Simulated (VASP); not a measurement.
Here is a VASP 6.6.1 calculation.

File INCAR:

```
ALGO = Normal ; EDIFF = 1E-8
ENCUT = 520 ; GGA = PE
ISIF = 2 ; ISMEAR = -1
LASPH = T ; LCHARG = F
LEFG = T ; LREAL = F
LWAVE = F ; NBANDS = 16
NELM = 80 ; PREC = Accurate
SIGMA = 0.02
```

Contents of KPOINTS:

```
k-points
0
Gamma
  7 7 7
```

File POSCAR:

```
CdS
1.0
    0.0000000000      2.9331107376      2.9331107376
    2.9331107376      0.0000000000      2.9331107376
    2.9331107376      2.9331107376      0.0000000000
Cd S
1 1
Direct
    0.0000000000      0.0000000000      0.0000000000
    0.7500000000      0.7500000000      0.7500000000
```

Potentials or basis: VASP PAW PBE potentials, release 64 (Cd, S).

The run is started by

```bash
$ cat potpaw_PBE.64/Cd/POTCAR potpaw_PBE.64/S/POTCAR > POTCAR
$ mpirun -np 1 vasp_std > vasp.out
```

Question: Estimate the band gap on the k mesh.

Answer: 1.11 eV, direct.

Question: Estimate the pressure.

Answer: 2.1 GPa.

Caveat: without QUAD_EFG the Cq values of the log hold for a quadrupole moment of 1 mb, not for the nuclei.
